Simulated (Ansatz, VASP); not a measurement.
# CsMg3: VASP beside Ansatz

```
Cs Mg
1.0
     5.32006    0.00000    0.00000
     0.00000    5.32006    0.00000
     0.00000    0.00000    5.29518
Cs Mg
1 3
Cartesian
  0.0000 0.0000 0.0000
  0.0000 2.6600 2.6476
  2.6600 0.0000 2.6476
  2.6600 2.6600 0.0000
```

Alike in both runs: functional PBE; k mesh 4 × 4 × 4; occupations gaussian, width 0.1 eV; no spin polarisation.

Ansatz relaxed the structure, and its values are those at the end. VASP's run is a single point on that final structure, the one shown.

|  | VASP | Ansatz |
| --- | --- | --- |
| version | VASP 6.6.1 | Ansatz 0.2.0 |
| potentials or method | VASP PAW PBE potentials, release 64 (Cs_sv, Mg), cutoff 600 eV | scalar-relativistic, plane waves, PAW |
| valence electrons in the cell | 15 | 39 |

|  | VASP | Ansatz | Ansatz less VASP |
| --- | --- | --- | --- |
| gap on the k mesh at the Fermi level (eV) | none | none | - |
| pressure (GPa) | 0.2 | 0.2 | +0.02 |

A gap of «none» marks a metal or a gap that the smearing closes. The functional is the same, so the differences come from potentials, cutoffs and numerics. VASP's potentials hold 15 valence electrons a cell and Ansatz's 39, so a difference there can come from the potentials and not from the codes.

Spin-orbit coupling is off throughout.
